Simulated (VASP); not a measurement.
## Rh: single point with LDA

Rh:

```xyz
4
Lattice="2.7096 0.0000 0.0000 -1.3548 2.3466 0.0000 0.0000 0.0000 8.8563" Properties=species:S:1:pos:R:3 pbc="T T T"
Rh    1.3548    0.7822    6.6423
Rh    0.0000    0.0000    4.4282
Rh    0.0000    1.5644    2.2141
Rh    0.0000    0.0000    0.0000
```

| Quantity | Value |
| --- | --- |
| Program | VASP 6.6.1 |
| Task | single point |
| Functional | LDA |
| Potentials or basis | VASP PAW LDA potentials, release 64 (Rh_pv) |
| Cutoff | 520 eV |
| k mesh | 11 × 11 × 3 |
| Occupations | fermi-dirac, width 0.05 eV |
| Spin | no spin polarisation |

The pressure is -15.7 GPa. The band gap on the k mesh is zero (band 30 reaches 11.90 eV, above the bottom of band 31 at 10.31 eV).

Stress tensor (GPa, compression positive):
```
-15.16   0.00   0.00
  0.00 -15.16   0.00
  0.00   0.00 -16.76
```

Levels at points of the mesh, in eV from the Fermi level:
```
           k point  band 26  band 27  band 28  band 29  band 30  band 31  band 32  band 33
(0.00, 0.00, 0.00)    -2.56    -2.56    -1.39    -1.39    -0.82    -0.82    -0.34    -0.34
```

Run time: 32 s on 1 thread of AMD EPYC 9R45 96-Core Processor (Zen 5), on a shared host, peak memory 0.15 GiB.
